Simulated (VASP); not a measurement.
# Tl (P6_3/mmc) in VASP: single point with PBE+D3(BJ)

Aim: the single point of Tl with PBE+D3(BJ).

All numbers are computed with VASP 6.6.1; they aren't measurements. Logs are shortened: lines on timing, memory, paths and dates and some standing lists are left out, and cuts for length are marked.

## Step 1: The cell of the first run

Symmetry: P6_3/mmc, No. 194, hexagonal system. The conventional cell has a = 3.456 Å, b = 3.456 Å, c = 5.525 Å, α = 90.00°, β = 90.00°, γ = 120.00°. Within 4.5 Å of Tl (site symmetry -6m2) lie 12 Tl at 3.41 to 3.46 Å.

## Step 2: Single point, PBE+D3(BJ)

INCAR

```
PREC     = Accurate       # precision mode
ENCUT    = 500            # plane-wave cutoff, eV
EDIFF    = 1E-6           # SCF threshold, eV
ISMEAR   = 0              # smearing method
SIGMA    = 0.1            # smearing width, eV
LREAL    = F              # projectors in reciprocal space
LASPH    = T              # aspherical terms in the spheres
NELM     = 120            # most SCF steps
ALGO     = Normal         # electronic algorithm
ISIF     = 2              # what is computed and relaxed
LWAVE    = F              # write WAVECAR
LCHARG   = F              # write CHGCAR
GGA      = PE             # functional
IVDW     = 12             # dispersion correction
NBANDS   = 20             # bands
GGA_COMPAT= F
```

KPOINTS

```
regular mesh
0
Gamma
  6 6 4
```

POSCAR

```
Tl
1.0
    3.4559983565      0.0000000000      0.0000000000
   -1.7279991783      2.9929823722      0.0000000000
    0.0000000000      0.0000000000      5.5250000000
Tl
2
Direct
    0.3333333333      0.6666666667      0.2500000000
    0.6666666667      0.3333333333      0.7500000000
```

Potentials or basis: VASP PAW PBE potentials, release 64 (Tl_d).

Run with:

```console
$ cat potpaw_PBE.64/Tl_d/POTCAR > POTCAR
$ mpirun -np 1 vasp_std > vasp.out
```

OUTCAR:

```text
PREC = Accurate
   ENCUT = 500
   EDIFF = 1E-6
   ISMEAR = 0
   LREAL = F
   LASPH = T
   NELM = 120
   ISIF = 2
   GGA = PE
   IVDW = 12
 IVDW          = 12

 ion  position               nearest neighbor table
   1  0.333  0.667  0.250-   2 3.41   2 3.41   2 3.41   2 3.41   2 3.41   2 3.41
   2  0.667  0.333  0.750-   1 3.41   1 3.41   1 3.41   1 3.41   1 3.41   1 3.41

  LATTYP: Found a hexagonal cell.
 ALAT       =     3.4559983565
 C/A-ratio  =     1.5986697417

  Lattice vectors:

 A1 = (   3.4559983565,   0.0000000000,   0.0000000000)
 A2 = (  -1.7279991783,   2.9929823722,   0.0000000000)
 A3 = (   0.0000000000,   0.0000000000,   5.5250000000)

Analysis of symmetry for initial positions (statically):
=====================================================================
 Subroutine PRICEL returns:
 Original cell was already a primitive cell.

 Routine SETGRP: Setting up the symmetry group for a
 hexagonal supercell.

 Subroutine GETGRP returns: Found 24 space group operations
 (whereof 12 operations were pure point group operations)
 out of a pool of 24 trial point group operations.

The static configuration has the point symmetry D_3d.
 The point group associated with its full space group is D_6h.

Analysis of symmetry for dynamics (positions and initial velocities):
=====================================================================
 Subroutine PRICEL returns:
 Original cell was already a primitive cell.

 Routine SETGRP: Setting up the symmetry group for a
 hexagonal supercell.

 Subroutine GETGRP returns: Found 24 space group operations
 (whereof 12 operations were pure point group operations)
 out of a pool of 24 trial point group operations.

The dynamic configuration has the point symmetry D_3d.
 The point group associated with its full space group is D_6h.

 Subroutine INISYM returns: Found 24 space group operations
 (whereof 12 operations are pure point group operations),
 and found     1 'primitive' translations

----------------------------------------------------------------------------------------

                                     Primitive cell

  volume of cell :      57.1492

  direct lattice vectors                    reciprocal lattice vectors
     3.455998356  0.000000000  0.000000000     0.289351989  0.167057449  0.000000000
    -1.727999178  2.992982372  0.000000000     0.000000000  0.334114898  0.000000000
     0.000000000  0.000000000  5.525000000     0.000000000  0.000000000  0.180995475

  length of vectors
     3.455998356  3.455998357  5.525000000     0.334114898  0.334114898  0.180995475

  position of ions in fractional coordinates (direct lattice)
     0.333333333  0.666666667  0.250000000
     0.666666667  0.333333333  0.750000000

  ion indices of the primitive-cell ions
   primitive index   ion index
                 1           1
                 2           2

----------------------------------------------------------------------------------------

 KPOINTS: regular mesh

Automatic generation of k-mesh.
 Grid dimensions read from file:
 generate k-points for:    6    6    4

 Generating k-lattice:

  Cartesian coordinates                     Fractional coordinates (reciprocal lattice)
     0.048225332  0.027842908  0.000000000     0.166666667  0.000000000  0.000000000
     0.000000000  0.055685816  0.000000000     0.000000000  0.166666667  0.000000000
     0.000000000  0.000000000  0.045248869     0.000000000  0.000000000  0.250000000

  Length of vectors
     0.055685816  0.055685816  0.045248869

  Shift w.r.t. Gamma in fractional coordinates (k-lattice)
     0.000000000  0.000000000  0.000000000

 Subroutine IBZKPT returns following result:
 ===========================================

 Found     21 irreducible k-points:

 Following reciprocal coordinates:
            Coordinates               Weight
  0.000000  0.000000  0.000000      1.000000
  0.166667  0.000000  0.000000      6.000000
  0.333333  0.000000  0.000000      6.000000
  0.500000  0.000000  0.000000      3.000000
  0.166667  0.166667  0.000000      6.000000
  0.333333  0.166667  0.000000     12.000000
[... 13 lines left out ...]
  0.333333  0.166667  0.500000     12.000000
  0.333333  0.333333  0.500000      2.000000
   k-points           NKPTS =     21   k-points in BZ     NKDIM =     21   number of bands    NBANDS=     20
   number of dos      NEDOS =    301   number of ions     NIONS =      2
   total plane-waves  NPLWV =  31360
   dimension x,y,z NGX =    28 NGY =   28 NGZ =   40
   dimension x,y,z NGXF=    56 NGYF=   56 NGZF=   80
   ions per type =               2
   NGX,Y,Z   is equivalent  to a cutoff of  13.47, 13.47, 12.04 a.u.
   NGXF,Y,Z  is equivalent  to a cutoff of  26.94, 26.94, 24.07 a.u.
 SYSTEM =  unknown system
   PREC   = accura    normal or accurate (medium, high low for compatibility)
   ISTART =      0    job   : 0-new  1-cont  2-samecut
   ICHARG =      2    charge: 1-file 2-atom 10-const
   ISPIN  =      1    spin polarized calculation?
   LNONCOLLINEAR =      F non collinear calculations
   LSORBIT =      F    spin-orbit coupling
   LASPH  =      T    aspherical Exc in radial PAW
   ENCUT  =  500.0 eV  36.75 Ry    6.06 a.u.   6.30  6.30 10.07*2*pi/ulx,y,z
   NELM   =    120;   NELMIN=  2; NELMDL= -5     # of ELM steps
   EDIFF  = 0.1E-05   stopping-criterion for ELM
   LREAL  =      F    real-space projection
   EDIFFG = 0.1E-04   stopping-criterion for IOM
   NSW    =      0    number of steps for IOM
   IBRION =     -1    ionic relax: 0-MD 1-quasi-New 2-CG
   NFREE  =      0    steps in history (QN), initial steepest desc. (CG)
   ISIF   =      2    stress and relaxation
   ISYM   =      2    0-nonsym 1-usesym 2-fastsym
   POTIM  = 0.5000    time-step for ionic-motion
   TEBEG  =    0.0;   TEEND  =   0.0 temperature during run
   PSTRESS=    0.0 pullay stress
   NELECT =      26.0000    total number of electrons
   NUPDOWN=      -1.0000    fix difference up-down
   EMIN   =  10.00;   EMAX   =-10.00  energy-range for DOS
   EFERMI =   0.00;   METHOD = LEGACY
   ISMEAR =     0;   SIGMA  =   0.10  broadening in eV -4-tet -1-fermi 0-gaus
   EFERMI_NEDOS =   21; number of points for ismear=-14 and -15
   IALGO  =     38    algorithm
   IMIX   =      4    mixing-type and parameters
     AMIX     =   0.40;   BMIX     =  1.00
     AMIX_MAG =   1.60;   BMIX_MAG =  1.00
  volume/ion in A,a.u.               =      28.57       192.83
  Fermi-wavevector in a.u.,A,eV,Ry     =   1.259107  2.379367 21.570001  1.585350
  Thomas-Fermi vector in A             =   2.392683
   LORBIT       =      0    0 simple, 1 ext, 2 COOP (PROOUT), +10 PAW based schemes
   GGA     = PE    functional components
   LHFCALC =     F    Hartree Fock is set to
   AEXX    =    0.0000 exact exchange contribution
   IVDW    =    12    specifies the selected vdW correction
   LEPSILON=     F    determine dielectric tensor
   LRPA    =     F    only Hartree local field effects (RPA)
 non-spin polarized calculation
 Gauss-broadening in eV      SIGMA  =   0.10
  energy-cutoff  :      500.00
  volume of cell :       57.15
 maximum number of plane-waves:      1466
 NGX is ok and might be reduce to    28
   NGX = 13   NGY = 13   NGZ = 21

 number of electron      25.9999994 magnetization

 Free energy of the ion-electron system (eV)
  ---------------------------------------------------
  ext. energy  EPLUGINS =         0.00000000
  ---------------------------------------------------
  free energy    TOTEN  =        -4.37602717 eV

  energy without entropy =       -4.36961805  energy(sigma->0) =       -4.37282261

 E-fermi :   6.6500     XC(G=0): -10.1966

 val. band max:        6.5834089353   @ k =   0.1667   0.0000   0.2500
 cond. band min:       6.6500707192   @ k =   0.3333   0.3333   0.2500
 fundamental gap:      0.0666617839
 Fermi energy:         6.6500402116

 k-point     1 :       0.0000    0.0000    0.0000
  band No.  band energies     occupation
      1      -5.2294      2.00000
      2      -4.9994      2.00000
      3      -4.9863      2.00000
      4      -4.9863      2.00000
      5      -4.9327      2.00000
      6      -4.9327      2.00000
[... 12 lines left out ...]
     19      17.4085      0.00000
     20      17.5045      0.00000

 k-point     2 :       0.1667    0.0000    0.0000
  band No.  band energies     occupation
      1      -5.1842      2.00000
      2      -5.0432      2.00000
      3      -4.9511      2.00000
      4      -4.9341      2.00000
      5      -4.9137      2.00000
      6      -4.8746      2.00000
[... 12 lines left out ...]
     19      16.9510      0.00000
     20      18.4388      0.00000

 k-point     3 :       0.3333    0.0000    0.0000
  band No.  band energies     occupation
      1      -5.2906      2.00000
      2      -5.1047      2.00000
      3      -5.0761      2.00000
      4      -4.9974      2.00000
      5      -4.8590      2.00000
      6      -4.7626      2.00000
[... 12 lines left out ...]
     19      15.5068      0.00000
     20      16.9260      0.00000

 k-point     4 :       0.5000    0.0000    0.0000
  band No.  band energies     occupation
      1      -5.3537      2.00000
      2      -5.1980      2.00000
      3      -5.1247      2.00000
      4      -5.0350      2.00000
      5      -4.8107      2.00000
      6      -4.7951      2.00000
[... 12 lines left out ...]
     19      14.8067      0.00000
     20      16.3847      0.00000

 k-point     5 :       0.1667    0.1667    0.0000
  band No.  band energies     occupation
      1      -5.1254      2.00000
      2      -5.1168      2.00000
      3      -5.0567      2.00000
      4      -4.9783      2.00000
      5      -4.8825      2.00000
      6      -4.8010      2.00000
[... 12 lines left out ...]
     19      15.9098      0.00000
     20      17.9631      0.00000
[... 284 lines left out ...]
      6      -4.7760      2.00000
[... 12 lines left out ...]
     19      15.3124      0.00000
     20      15.3124      0.00000

 k-point    19 :       0.1667    0.1667    0.5000
  band No.  band energies     occupation
      1      -5.1392      2.00000
      2      -5.1392      2.00000
      3      -4.9845      2.00000
      4      -4.9845      2.00000
      5      -4.8556      2.00000
      6      -4.8556      2.00000
[... 12 lines left out ...]
     19      18.2504      0.00000
     20      18.2504      0.00000

 k-point    20 :       0.3333    0.1667    0.5000
  band No.  band energies     occupation
      1      -5.1799      2.00000
      2      -5.1799      2.00000
      3      -5.0539      2.00000
      4      -5.0539      2.00000
      5      -4.8233      2.00000
      6      -4.8233      2.00000
[... 12 lines left out ...]
     19      17.6476      0.00000
     20      17.6476      0.00000

 k-point    21 :       0.3333    0.3333    0.5000
  band No.  band energies     occupation
      1      -5.1548      2.00000
      2      -5.1548      2.00000
      3      -4.9297      2.00000
      4      -4.9297      2.00000
      5      -4.8135      2.00000
      6      -4.8135      2.00000
[... 12 lines left out ...]
     19      17.5124      0.00000
     20      17.5124      0.00000

------------------------ aborting loop because EDIFF is reached ----------------------------------------

 Edisp (eV)   -0.68598

 E8    (eV) :    -0.3587

  FORCE on cell =-STRESS in cart. coord.  units (eV):
  Direction    XX          YY          ZZ          XY          YZ          ZX
  --------------------------------------------------------------------------------------
  -------------------------------------------------------------------------------------
  Total       0.06409     0.06409     0.99984    -0.00000    -0.00000     0.00000
  in kB       1.79677     1.79677    28.03055    -0.00000    -0.00000     0.00000
  external pressure =       10.54 kB  Pullay stress =        0.00 kB

 VOLUME and BASIS-vectors are now :
 -----------------------------------------------------------------------------
  energy-cutoff  :      500.00
  volume of cell :       57.15
      direct lattice vectors                 reciprocal lattice vectors
     3.455998356  0.000000000  0.000000000     0.289351989  0.167057449  0.000000000
    -1.727999178  2.992982372  0.000000000     0.000000000  0.334114898  0.000000000
     0.000000000  0.000000000  5.525000000     0.000000000  0.000000000  0.180995475

 POSITION                                       TOTAL-FORCE (eV/Angst)
 -----------------------------------------------------------------------------------
     -0.00000      1.99532      1.38125        -0.000000      0.000000      0.000000
      1.72800      0.99766      4.14375         0.000000     -0.000000      0.000000
 -----------------------------------------------------------------------------------
    total drift:                                0.000000     -0.000000      0.000000

  FREE ENERGIE OF THE ION-ELECTRON SYSTEM (eV)
  ---------------------------------------------------
  free  energy   TOTEN  =        -5.0620096942 eV

  energy  without entropy=       -5.0556005720  energy(sigma->0) =       -5.05880513
```

Wall time 13 s (1 thread of AMD EPYC 7R43 (Zen 3), shared host); peak memory 0.15 GiB.

What came out:

| Property | Result |
| --- | --- |
| Free energy | -5.0620 eV |
| Pressure | 1.1 GPa |
| Band gap on the k mesh | zero (bands 13 and 14 overlap by 5.76 eV) |
| Dispersion energy per atom | -0.343 eV |

Levels at points of the mesh, in eV from the Fermi level:
| k point | band 9 | band 10 | band 11 | band 12 | band 13 | band 14 | band 15 | band 16 | band 17 | band 18 |
| --- | --- | --- | --- | --- | --- | --- | --- | --- | --- | --- |
| (0.00, 0.00, 0.00) | -11.18 | -11.18 | -10.12 | -5.18 | -2.91 | 7.92 | 7.92 | 10.00 | 10.00 | 10.22 |
| (0.50, 0.00, 0.00) | -11.13 | -11.13 | -5.85 | -4.76 | -0.77 | 0.44 | 1.28 | 3.74 | 3.81 | 8.12 |
| (0.00, 0.00, 0.50) | -11.29 | -11.29 | -8.68 | -8.68 | 3.29 | 3.29 | 8.89 | 8.89 | 8.89 | 8.89 |
| (0.50, 0.00, 0.50) | -11.15 | -11.15 | -4.79 | -4.79 | -2.34 | -2.34 | 5.49 | 5.49 | 6.09 | 6.09 |

Caveat: spin-orbit coupling is left out, which moves the levels of the heavy elements.

The gap in the log of VASP goes by the Fermi energy; the results here count the filled bands.